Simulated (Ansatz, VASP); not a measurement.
# Two plane-wave programs on SbTe2O3

```
CELL_PARAMETERS angstrom
4.32444 0.00000 0.00000
0.00000 4.32444 0.00000
0.00000 0.00000 6.58318
ATOMIC_POSITIONS crystal
Sb 0.00000 0.00000 0.68042
Te 0.50000 0.00000 0.82755
Te 0.00000 0.50000 0.82755
O 0.50000 0.00000 0.19723
O 0.00000 0.50000 0.19723
O 0.50000 0.50000 0.56446
```

Alike in both runs: task relaxation of cell and atoms; functional PBE; k mesh 4 × 4 × 4; occupations gaussian, width 0.1 eV; no spin polarisation.

|  | VASP | Ansatz |
| --- | --- | --- |
| version | VASP 6.6.1 | Ansatz 0.2.0 |
| potentials or method | VASP PAW PBE potentials, release 64 (Sb, Te, O), cutoff 600 eV | scalar-relativistic, plane waves, PAW |
| valence electrons in the cell | 35 | 65 |

Ansatz gave:

| Property | Result |
| --- | --- |
| gap on the k mesh at the Fermi level, each at its own relaxed structure (eV) | none |
| relaxed volume (Å³/atom) | 18.88 |
| relaxed cell length with the largest relative difference (Å) | 4.660 |

Question: Which values does VASP return?

Answer: gap on the k mesh at the Fermi level, each at its own relaxed structure (eV): none; relaxed volume (Å³/atom): 18.85; relaxed cell length with the largest relative difference (Å): 4.654.

A gap of «none» marks a metal or a gap that the smearing closes. VASP's potentials hold 35 valence electrons a cell and Ansatz's 65, so a difference there can come from the potentials and not from the codes.

The k mesh is coarse, so the values compare programs but aren't converged. Spin-orbit coupling is off throughout.
